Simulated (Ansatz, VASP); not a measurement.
**One calculation of Fe, two programs**

INCAR

```
SYSTEM = Fe
ALGO = Normal
EDIFF = 1E-6
ENCUT = 520
GGA = PE
ISIF = 2
ISMEAR = -1
LASPH = .TRUE.
LCHARG = .FALSE.
LREAL = .FALSE.
LWAVE = .FALSE.
NBANDS = 15
NELM = 60
PREC = Accurate
SIGMA = 0.1
```

KPOINTS

```
k-points
0
G
  13 13 13
  0 0 0
```

The input POSCAR:

```
Fe
1.0
    0.0000000000      2.3709764539      2.3709764539
    2.3709764539      0.0000000000      2.3709764539
    2.3709764539      2.3709764539      0.0000000000
Fe
2
Direct
    0.1250000000      0.1250000000      0.1250000000
    0.8750000000      0.8750000000      0.8750000000
```

Input for Ansatz:

```yaml
crystal:
  lattice:
    - [0.0, 2.3709764539, 2.3709764539]
    - [2.3709764539, 0.0, 2.3709764539]
    - [2.3709764539, 2.3709764539, 0.0]
  atoms:
    - { symbol: Fe, position: [0.125, 0.125, 0.125] }
    - { symbol: Fe, position: [0.875, 0.875, 0.875] }
hamiltonian:
  xc: pbe
  pseudopotentials:
    kind: paw
    azcp:
      Fe: "pseudopotentials/Fe.paw.azcp"
basis:
  ecutwfc: 420
  fft_grid_basis: typed
kpoints:
  mp_grid: { grid: [13, 13, 13], shift: [0, 0, 0] }
magnetization:
  spin_polarized: false
scf:
  occupations: { method: fermi_dirac, width: 0.1 }
  lower_state_search: "off"
output:
  stress: true
  write_density: true
  write_potential: true
  elf: true
  volumetric_format: npy
```

Alike in both runs: task single point; functional PBE; k mesh 13 × 13 × 13; occupations fermi-dirac, width 0.1 eV; no spin polarisation.

|  | VASP | Ansatz |
| --- | --- | --- |
| version | VASP 6.6.1 | Ansatz 0.2.0 |
| potentials or method | VASP PAW PBE potentials, release 64 (Fe), cutoff 520 eV | plane waves (420 eV) with PAW, scalar-relativistic |
| valence electrons in the cell | 16 | 32 |

Ansatz gave:

- pressure (GPa): 15.5

**Question.** Which values does VASP return?

**Answer.** Pressure (GPa): 13.1.

VASP's potentials hold 16 valence electrons a cell and Ansatz's 32, so a difference there can come from the potentials and not from the codes.
